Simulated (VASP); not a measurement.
A run of VASP 6.6.1:

The input INCAR:

```
  ALGO = Normal
  EDIFF = 1E-7
  ENCUT = 520
  GGA = PE
  ISIF = 2
  ISMEAR = 0
  LASPH = T
  LCHARG = T
  LELF = T
  LREAL = F
  LVHAR = T
  LWAVE = F
  NBANDS = 12
  NELM = 100
  PREC = Accurate
  SIGMA = 0.15
```

File KPOINTS:

```
k-points
0
Gamma
  22 22 22
```

The input POSCAR:

```
Cu
1.0
   -1.3996000000      1.3996000000      1.3359000000
    1.3996000000     -1.3996000000      1.3359000000
    1.3996000000      1.3996000000     -1.3359000000
Cu
1
Direct
    0.0000000000      0.0000000000      0.0000000000
```

Potentials or basis: VASP PAW PBE potentials, release 64 (Cu).

The run is started by

```console
$ cat potpaw_PBE.64/Cu/POTCAR > POTCAR
$ mpirun -np 1 vasp_std > vasp.out
```

Hardware: 1 thread of Intel(R) Xeon(R) 6975P-C (Granite Rapids) (shared host).

Question: Estimate the wall time of this run.

Answer: Run time: 36 s on 1 thread of Intel(R) Xeon(R) 6975P-C (Granite Rapids), with other jobs on the host, peak memory 0.21 GiB. Counts: scf iterations 13, k points 834.
